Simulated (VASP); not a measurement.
BePdS3, 10 atoms in the cell. The structure is orthorhombic, space group Cmc2_1 (No. 36). The conventional cell has a = 3.253 Å, b = 13.550 Å, c = 7.467 Å, α = 90.00°, β = 90.00°, γ = 90.00°. Within 3.0 Å of Pd (site symmetry m) lie 6 S at 2.29 to 2.97 Å. Within 3.0 Å of S (site symmetry m) lie 2 Pd at 2.29 to 2.44 Å and 2 Be at 2.41 Å. Within 3.2 Å of S (site symmetry m) lie 3 Be at 2.40 to 2.57 Å and 5 S at 2.62 to 3.04 Å and 2 Pd at 2.97 Å. Within 3.2 Å of S (site symmetry m) lie 3 Be at 2.44 to 2.61 Å and 5 S at 2.62 to 3.06 Å and 2 Pd at 2.82 Å. Within 3.2 Å of Be (site symmetry m) lie 8 S at 2.40 to 2.61 Å. 

```yaml
Program: VASP 6.6.1
Task: single point
Functional: PBE
Potentials_or_basis: VASP PAW PBE potentials, release 64 (Pd, S, Be)
Cutoff: 520 eV
k_mesh: 6 × 6 × 3
Occupations: fermi-dirac, width 0.0935 eV
Spin: no spin polarisation
Dipole_correction: no
Further_INCAR_settings: ALGO = Normal; EDIFF = 1e-06; NBANDS = 41
```

Potentials or basis: VASP PAW PBE potentials, release 64 (Pd, S, Be).

Launch:

```bash
$ cat potpaw_PBE.64/Pd/POTCAR potpaw_PBE.64/S/POTCAR potpaw_PBE.64/Be/POTCAR > POTCAR
$ mpirun -np 1 vasp_std > vasp.out
```

Hardware: 1 thread of Intel(R) Xeon(R) Platinum 8488C (Sapphire Rapids), on a shared host.

How long does it take, and how much memory?

It took 3.4 min on 1 thread of Intel(R) Xeon(R) Platinum 8488C (Sapphire Rapids) (shared host), peak memory 0.34 GiB. Counts: scf iterations 16, k points 26.
